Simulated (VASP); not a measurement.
# InP (F-43m) in VASP: notebook

InP is run at these levels: PBE; tasks: single point.

Everything below comes from runs of VASP 6.6.1. Logs are shortened: lines on timing, memory, paths and dates and some standing lists are left out, and cuts for length are marked.

## Step 1: The cell of the first run

It takes space group F-43m (No. 216, cubic). Conventional cell: a = 5.700 Å, b = 5.700 Å, c = 5.700 Å, α = 90.00°, β = 90.00°, γ = 90.00°. In (site symmetry -43m) has 4 P at 2.47 Å within 3.3 Å. Within 3.3 Å of P (site symmetry -43m) lie 4 In at 2.47 Å.

## Step 2: Single point, PBE

Input file INCAR:

```
ALGO     = Normal         # electronic algorithm
EDIFF    = 1E-6           # SCF threshold, eV
ENCUT    = 520            # plane-wave cutoff, eV
GGA      = PE             # functional
ISIF     = 2              # what is computed and relaxed
ISMEAR   = 0              # smearing method
LASPH    = True           # aspherical terms in the spheres
LCHARG   = True           # write CHGCAR
LELF     = True           # ELF
LREAL    = False          # projectors in reciprocal space
LVHAR    = True         
LWAVE    = False          # write WAVECAR
NBANDS   = 16             # bands
NELM     = 80             # most SCF steps
PREC     = Accurate       # precision mode
SIGMA    = 0.01           # smearing width, eV
```

Input file KPOINTS:

```
k-points
0
Gamma
  6 6 6
```

Input file POSCAR:

```
InP
1.0
    0.0000000000      2.8501715552      2.8501715552
    2.8501715552      0.0000000000      2.8501715552
    2.8501715552      2.8501715552      0.0000000000
In P
1 1
Direct
    0.0000000000      0.0000000000      0.0000000000
    0.2500000000      0.2500000000      0.2500000000
```

Potentials or basis: VASP PAW PBE potentials, release 64 (In_d, P).

Command:

```bash
$ cat potpaw_PBE.64/In_d/POTCAR potpaw_PBE.64/P/POTCAR > POTCAR
$ mpirun -np 1 vasp_std > vasp.out
```

OUTCAR:

```text
EDIFF = 1E-6
   ENCUT = 520
   GGA = PE
   ISIF = 2
   ISMEAR = 0
   LASPH = True
   LREAL = False
   NELM = 80
   PREC = Accurate

 ion  position               nearest neighbor table
   1  0.000  0.000  0.000-   2 2.47   2 2.47   2 2.47   2 2.47
   2  0.250  0.250  0.250-   1 2.47   1 2.47   1 2.47   1 2.47

  LATTYP: Found a face centered cubic cell.
 ALAT       =     5.7003431104

  Lattice vectors:

 A1 = (   0.0000000000,   2.8501715552,   2.8501715552)
 A2 = (   2.8501715552,   0.0000000000,   2.8501715552)
 A3 = (   2.8501715552,   2.8501715552,   0.0000000000)

Analysis of symmetry for initial positions (statically):
=====================================================================
 Subroutine PRICEL returns:
 Original cell was already a primitive cell.

 Routine SETGRP: Setting up the symmetry group for a
 face centered cubic supercell.

 Subroutine GETGRP returns: Found 24 space group operations
 (whereof 24 operations were pure point group operations)
 out of a pool of 48 trial point group operations.

The static configuration has the point symmetry T_d .

Analysis of symmetry for dynamics (positions and initial velocities):
=====================================================================
 Subroutine PRICEL returns:
 Original cell was already a primitive cell.

 Routine SETGRP: Setting up the symmetry group for a
 face centered cubic supercell.

 Subroutine GETGRP returns: Found 24 space group operations
 (whereof 24 operations were pure point group operations)
 out of a pool of 48 trial point group operations.

The dynamic configuration has the point symmetry T_d .

 Subroutine INISYM returns: Found 24 space group operations
 (whereof 24 operations are pure point group operations),
 and found     1 'primitive' translations

----------------------------------------------------------------------------------------

                                     Primitive cell

  volume of cell :      46.3066

  direct lattice vectors                    reciprocal lattice vectors
     0.000000000  2.850171555  2.850171555    -0.175428037  0.175428037  0.175428037
     2.850171555  0.000000000  2.850171555     0.175428037 -0.175428037  0.175428037
     2.850171555  2.850171555  0.000000000     0.175428037  0.175428037 -0.175428037

  length of vectors
     4.030751268  4.030751268  4.030751268     0.303850273  0.303850273  0.303850273

  position of ions in fractional coordinates (direct lattice)
     0.000000000  0.000000000  0.000000000
     0.250000000  0.250000000  0.250000000

  ion indices of the primitive-cell ions
   primitive index   ion index
                 1           1
                 2           2

----------------------------------------------------------------------------------------

 KPOINTS: k-points

Automatic generation of k-mesh.
 Grid dimensions read from file:
 generate k-points for:    6    6    6

 Generating k-lattice:

  Cartesian coordinates                     Fractional coordinates (reciprocal lattice)
    -0.029238006  0.029238006  0.029238006     0.166666667  0.000000000  0.000000000
     0.029238006 -0.029238006  0.029238006     0.000000000  0.166666667  0.000000000
     0.029238006  0.029238006 -0.029238006     0.000000000  0.000000000  0.166666667

  Length of vectors
     0.050641712  0.050641712  0.050641712

  Shift w.r.t. Gamma in fractional coordinates (k-lattice)
     0.000000000  0.000000000  0.000000000

 Subroutine IBZKPT returns following result:
 ===========================================

 Found     16 irreducible k-points:

 Following reciprocal coordinates:
            Coordinates               Weight
  0.000000  0.000000  0.000000      1.000000
  0.166667  0.000000  0.000000      8.000000
  0.333333  0.000000  0.000000      8.000000
  0.500000  0.000000  0.000000      4.000000
  0.166667  0.166667  0.000000      6.000000
  0.333333  0.166667  0.000000     24.000000
[... 8 lines left out ...]
 -0.333333  0.333333  0.166667     24.000000
 -0.333333  0.500000  0.166667     12.000000
   k-points           NKPTS =     16   k-points in BZ     NKDIM =     16   number of bands    NBANDS=     16
   number of dos      NEDOS =    301   number of ions     NIONS =      2
   total plane-waves  NPLWV =  27000
   dimension x,y,z NGX =    30 NGY =   30 NGZ =   30
   dimension x,y,z NGXF=    60 NGYF=   60 NGZF=   60
   ions per type =               1   1
   NGX,Y,Z   is equivalent  to a cutoff of  12.37, 12.37, 12.37 a.u.
   NGXF,Y,Z  is equivalent  to a cutoff of  24.75, 24.75, 24.75 a.u.
 SYSTEM =  unknown system
   PREC   = accura    normal or accurate (medium, high low for compatibility)
   ISTART =      0    job   : 0-new  1-cont  2-samecut
   ICHARG =      2    charge: 1-file 2-atom 10-const
   ISPIN  =      1    spin polarized calculation?
   LNONCOLLINEAR =      F non collinear calculations
   LSORBIT =      F    spin-orbit coupling
   LASPH  =      T    aspherical Exc in radial PAW
   ENCUT  =  520.0 eV  38.22 Ry    6.18 a.u.   7.49  7.49  7.49*2*pi/ulx,y,z
   NELM   =     80;   NELMIN=  2; NELMDL= -5     # of ELM steps
   EDIFF  = 0.1E-05   stopping-criterion for ELM
   LREAL  =      F    real-space projection
   EDIFFG = 0.1E-04   stopping-criterion for IOM
   NSW    =      0    number of steps for IOM
   IBRION =     -1    ionic relax: 0-MD 1-quasi-New 2-CG
   NFREE  =      0    steps in history (QN), initial steepest desc. (CG)
   ISIF   =      2    stress and relaxation
   ISYM   =      2    0-nonsym 1-usesym 2-fastsym
   POTIM  = 0.5000    time-step for ionic-motion
   TEBEG  =    0.0;   TEEND  =   0.0 temperature during run
   PSTRESS=    0.0 pullay stress
   NELECT =      18.0000    total number of electrons
   NUPDOWN=      -1.0000    fix difference up-down
   EMIN   =  10.00;   EMAX   =-10.00  energy-range for DOS
   EFERMI =   0.00;   METHOD = LEGACY
   ISMEAR =     0;   SIGMA  =   0.01  broadening in eV -4-tet -1-fermi 0-gaus
   EFERMI_NEDOS =   21; number of points for ismear=-14 and -15
   IALGO  =     38    algorithm
   IMIX   =      4    mixing-type and parameters
     AMIX     =   0.40;   BMIX     =  1.00
     AMIX_MAG =   1.60;   BMIX_MAG =  1.00
  volume/ion in A,a.u.               =      23.15       156.25
  Fermi-wavevector in a.u.,A,eV,Ry     =   1.194771  2.257790 19.422013  1.427478
  Thomas-Fermi vector in A             =   2.330753
   LORBIT       =      0    0 simple, 1 ext, 2 COOP (PROOUT), +10 PAW based schemes
   GGA     = PE    functional components
   LHFCALC =     F    Hartree Fock is set to
   AEXX    =    0.0000 exact exchange contribution
   IVDW    =     0    specifies the selected vdW correction
   LEPSILON=     F    determine dielectric tensor
   LRPA    =     F    only Hartree local field effects (RPA)
 non-spin polarized calculation
 Gauss-broadening in eV      SIGMA  =   0.01
  energy-cutoff  :      520.00
  volume of cell :       46.31
 maximum number of plane-waves:      1272
 NGX is ok and might be reduce to    30
   NGX = 15   NGY = 15   NGZ = 15

 number of electron      17.9999992 magnetization

 Free energy of the ion-electron system (eV)
  ---------------------------------------------------
  ext. energy  EPLUGINS =         0.00000000
  ---------------------------------------------------
  free energy    TOTEN  =        -8.19949799 eV

  energy without entropy =       -8.19949799  energy(sigma->0) =       -8.19949799

 E-fermi :   6.2472     XC(G=0):  -9.6556

 val. band max:        6.1561622765   @ k =   0.0000   0.0000   0.0000
 cond. band min:       7.3165760072   @ k =   0.0000   0.0000   0.0000
 fundamental gap:      1.1604137308
 Fermi energy:         6.2472108462

 k-point     1 :       0.0000    0.0000    0.0000
  band No.  band energies     occupation
      1      -8.2361      2.00000
      2      -8.2361      2.00000
      3      -8.2361      2.00000
      4      -8.0376      2.00000
      5      -8.0376      2.00000
      6      -5.9698      2.00000
[... 8 lines left out ...]
     15      15.7280      0.00000
     16      15.7280      0.00000

 k-point     2 :       0.1667    0.0000    0.0000
  band No.  band energies     occupation
      1      -8.2824      2.00000
      2      -8.2197      2.00000
      3      -8.2197      2.00000
      4      -8.0371      2.00000
      5      -8.0371      2.00000
      6      -5.6109      2.00000
[... 8 lines left out ...]
     15      14.8313      0.00000
     16      15.9080      0.00000

 k-point     3 :       0.3333    0.0000    0.0000
  band No.  band energies     occupation
      1      -8.3640      2.00000
      2      -8.1938      2.00000
      3      -8.1938      2.00000
      4      -8.0285      2.00000
      5      -8.0285      2.00000
      6      -4.6771      2.00000
[... 8 lines left out ...]
     15      15.3711      0.00000
     16      15.3711      0.00000

 k-point     4 :       0.5000    0.0000    0.0000
  band No.  band energies     occupation
      1      -8.4009      2.00000
      2      -8.1852      2.00000
      3      -8.1852      2.00000
      4      -8.0194      2.00000
      5      -8.0194      2.00000
      6      -3.9489      2.00000
[... 8 lines left out ...]
     15      16.9843      0.00000
     16      16.9843      0.00000
[... 172 lines left out ...]
 k-point    14 :       0.5000    0.3333    0.1667
  band No.  band energies     occupation
      1      -8.4143      2.00000
      2      -8.1643      2.00000
      3      -8.1399      2.00000
      4      -8.0655      2.00000
      5      -8.0134      2.00000
      6      -3.9498      2.00000
[... 8 lines left out ...]
     15      17.6639      0.00000
     16      18.2672      0.00000

 k-point    15 :      -0.3333    0.3333    0.1667
  band No.  band energies     occupation
      1      -8.4267      2.00000
      2      -8.1649      2.00000
      3      -8.1259      2.00000
      4      -8.0576      2.00000
      5      -8.0201      2.00000
      6      -3.3582      2.00000
[... 8 lines left out ...]
     15      17.6075      0.00000
     16      18.0909      0.00000

 k-point    16 :      -0.3333    0.5000    0.1667
  band No.  band energies     occupation
      1      -8.4503      2.00000
      2      -8.1401      2.00000
      3      -8.1107      2.00000
      4      -8.0760      2.00000
      5      -8.0088      2.00000
      6      -3.1135      2.00000
[... 8 lines left out ...]
     15      17.7069      0.00000
     16      18.4957      0.00000

------------------------ aborting loop because EDIFF is reached ----------------------------------------

  FORCE on cell =-STRESS in cart. coord.  units (eV):
  Direction    XX          YY          ZZ          XY          YZ          ZX
  --------------------------------------------------------------------------------------
  -------------------------------------------------------------------------------------
  Total        3.1006426      3.1006426      3.1006426      0.0000000      0.0000000      0.0000000
  in kB      107.2801295    107.2801295    107.2801295      0.0000000      0.0000000      0.0000000
  external PRESSURE =     107.2801295 kB  Pullay stress =       0.0000000 kB

 VOLUME and BASIS-vectors are now :
 -----------------------------------------------------------------------------
  energy-cutoff  :      520.00
  volume of cell :       46.31
      direct lattice vectors                 reciprocal lattice vectors
     0.000000000  2.850171555  2.850171555    -0.175428037  0.175428037  0.175428037
     2.850171555  0.000000000  2.850171555     0.175428037 -0.175428037  0.175428037
     2.850171555  2.850171555  0.000000000     0.175428037  0.175428037 -0.175428037

 POSITION                                       TOTAL-FORCE (eV/Angst)
 -----------------------------------------------------------------------------------
      0.00000      0.00000      0.00000        -0.000000     -0.000000     -0.000000
      1.42509      1.42509      1.42509         0.000000      0.000000      0.000000
 -----------------------------------------------------------------------------------
    total drift:                               -0.000000     -0.000000     -0.000000

  FREE ENERGIE OF THE ION-ELECTRON SYSTEM (eV)
  ---------------------------------------------------
  free  energy   TOTEN  =        -8.1994979874 eV

  energy  without entropy=       -8.1994979874  energy(sigma->0) =       -8.19949799
```

Wall time 27 s (1 thread of AMD EPYC 7R13, shared host); peak memory 0.14 GiB.

What came out:

```yaml
Free_energy: -8.1995 eV
Pressure: 10.7 GPa
Band_gap_on_the_k_mesh: 1.16 eV, direct
```

Caveat: spin-orbit coupling is left out, which moves the levels of the heavy elements. A k mesh can miss the band edges.

## Step 3: Single point, PBE

This run uses another cell than the first one, of 24.16 Å³/atom, 1.043 times its volume.

Input file INCAR:

```
PREC = Accurate ; ENCUT = 520
EDIFF = 1E-6 ; ISMEAR = 0
SIGMA = 0.01 ; LREAL = False
LASPH = True ; NELM = 60
ALGO = Normal ; ISIF = 2
LWAVE = False ; LCHARG = False
GGA = PE ; NBANDS = 16
```

Input file KPOINTS:

```
Automatic mesh
0
Gamma
  6 6 6
```

Input file POSCAR:

```
InP
1.0
    0.0000000000      2.8908937935      2.8908937935
    2.8908937935      0.0000000000      2.8908937935
    2.8908937935      2.8908937935      0.0000000000
In P
1 1
Direct
    0.0000000000      0.0000000000      0.0000000000
    0.2500000000      0.2500000000      0.2500000000
```

Potentials or basis: VASP PAW PBE potentials, release 64 (In_d, P).

Command:

```bash
$ cat potpaw_PBE.64/In_d/POTCAR potpaw_PBE.64/P/POTCAR > POTCAR
$ mpirun -np 1 vasp_std > vasp.out
```

Wall time 25 s (1 thread of AMD EPYC 7R13, shared host); peak memory 0.14 GiB.

It converged, with:

```
Free energy            : -8.3081 eV
Pressure               : 6.6 GPa
Band gap on the k mesh : 0.93 eV, direct
```

Levels at points of the mesh, in eV from the valence-band top:
```
           k point  band 6  band 7  band 8  band 9  band 10  band 11  band 12  band 13
(0.00, 0.00, 0.00)  -11.81    0.00    0.00    0.00     0.93     4.08     4.08     4.08
(0.50, 0.00, 0.00)   -9.94   -5.96   -1.03   -1.03     1.60     4.81     4.81     7.17
(0.50, 0.50, 0.00)   -9.24   -5.94   -2.46   -2.46     1.69     2.26     9.47     9.87
```

Caveat: spin-orbit coupling is left out, which moves the levels of the heavy elements. Expect the measured gap to be larger: semilocal functionals such as PBE lack the derivative discontinuity.
